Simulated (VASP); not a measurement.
TiCo3:

```xyz
4
Lattice="3.4529 0.0000 0.0000 0.0000 3.4529 0.0000 0.0000 0.0000 3.4529" Properties=species:S:1:pos:R:3 pbc="T T T"
Ti    0.0000    0.0000    0.0000
Co    0.0000    1.7265    1.7265
Co    1.7265    0.0000    1.7265
Co    1.7265    1.7265    0.0000
```

Base run:

```yaml
Program: VASP 6.6.1
Functional: PBEsol
Potentials_or_basis: VASP PAW PBE potentials, release 64 (Ti_sv, Co)
Cutoff: 520 eV
k_mesh: 12 × 12 × 12
Occupations: gaussian, width 0.15 eV
Spin: collinear spin, ferromagnetic start
Starting_moments: "[0.2, 0.44, 0.44, 0.44] μB"
Fixed_moment: 1.52 μB
```

Its results: pressure 18.6 GPa; site moments Ti -0.15; Co +0.56 μB.

After a change of settings the same cell gave: pressure 24.0 GPa; site moments Ti -0.22; Co +1.08 μB. Which change was it?
A. fixed moment from 1.52 μB to 0.76 μB; moments at the start from [0.2, 0.44, 0.44, 0.44] to [0.1, 0.22, 0.22, 0.22]
B. fixed moment from 1.52 μB to 3.04 μB; moments at the start from [0.2, 0.44, 0.44, 0.44] to [0.4, 0.88, 0.88, 0.88]
C. fixed moment from 1.52 μB to 5.32 μB; moments at the start from [0.2, 0.44, 0.44, 0.44] to [0.7, 1.54, 1.54, 1.54]

B.

Caveats: the cell stands under pressure; the PAW data sets were made with another functional, which shifts forces and pressure a little; the total moment is fixed, so each spin has its own Fermi level and the state may be an excited one.
